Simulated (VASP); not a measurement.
Write the native input for VASP 6.6.1 that does the following.

| Quantity | Value |
| --- | --- |
| Task | single point |
| Functional | r2SCAN |
| Potentials or basis | VASP PAW PBE potentials, release 64 (Al, Ga_d, N) |
| Cutoff | 520 eV |
| k mesh | 6 × 6 × 6 |
| Occupations | gaussian, width 0.02 eV |
| Spin | no spin polarisation |
| Dipole correction | no |
| Further INCAR settings | ALGO = Normal; EDIFF = 1e-06; NBANDS = 41 |

AlGa3N4:

```
CELL_PARAMETERS angstrom
4.39836 0.00000 0.00000
0.00000 4.48924 0.00000
0.00000 0.00000 4.48924
ATOMIC_POSITIONS crystal
Al 0.00000 0.00000 0.00000
Ga 0.50000 0.50000 0.00000
Ga 0.50000 0.00000 0.50000
Ga 0.00000 0.50000 0.50000
N 0.75551 0.75528 0.24472
N 0.75551 0.24472 0.75528
N 0.24449 0.75528 0.75528
N 0.24449 0.24472 0.24472
```

These files were run (other wordings do the same):

POSCAR

```
AlGa3N4
1.0
    4.3983642860      0.0000000000      0.0000000000
    0.0000000000      4.4892430527      0.0000000000
    0.0000000000      0.0000000000      4.4892430527
Al Ga N
1 3 4
Direct
    0.0000000000      0.0000000000      0.0000000000
    0.5000000000      0.5000000000      0.0000000000
    0.5000000000      0.0000000000      0.5000000000
    0.0000000000      0.5000000000      0.5000000000
    0.7555118569      0.7552760610      0.2447239390
    0.7555118569      0.2447239390      0.7552760610
    0.2444881431      0.7552760610      0.7552760610
    0.2444881431      0.2447239390      0.2447239390
```

INCAR.step1

```
PREC = Accurate
ENCUT = 520
ISMEAR = 0
SIGMA = 0.02
LREAL = F
LASPH = T
NELM = 100
NBANDS = 41
GGA = PE
ALGO = Normal
EDIFF = 1E-4
LWAVE = T
LCHARG = F
```

INCAR.step2

```
PREC = Accurate
ENCUT = 520
EDIFF = 1E-6
ISMEAR = 0
SIGMA = 0.02
LREAL = F
LASPH = T
NELM = 100
ALGO = Normal
ISIF = 2
LWAVE = F
LCHARG = F
METAGGA = R2SCAN
LMIXTAU = T
NBANDS = 41
ISTART = 1
```

KPOINTS

```
Automatic mesh
0
Gamma
  6 6 6
```

Potentials or basis: VASP PAW PBE potentials, release 64 (Al, Ga_d, N).

Run with:

```sh
$ cat potpaw_PBE.64/Al/POTCAR potpaw_PBE.64/Ga_d/POTCAR potpaw_PBE.64/N/POTCAR > POTCAR
$ cp INCAR.step1 INCAR
$ mpirun -np 1 vasp_std > vasp.out
$ cp INCAR.step2 INCAR
$ mpirun -np 1 vasp_std > vasp.out
```

It gave:

* Pressure: 1.6 GPa
* Largest force: 0.081 eV/Å
* Band gap on the k mesh: 2.79 eV

Caveat: the PAW data sets were made with another functional, which shifts forces and pressure a little.

Wall time 8.9 min on 1 thread of Intel(R) Xeon(R) Platinum 8259CL CPU @ 2.50GHz (Skylake/Cascade Lake) (shared host), peak memory 0.29 GiB.
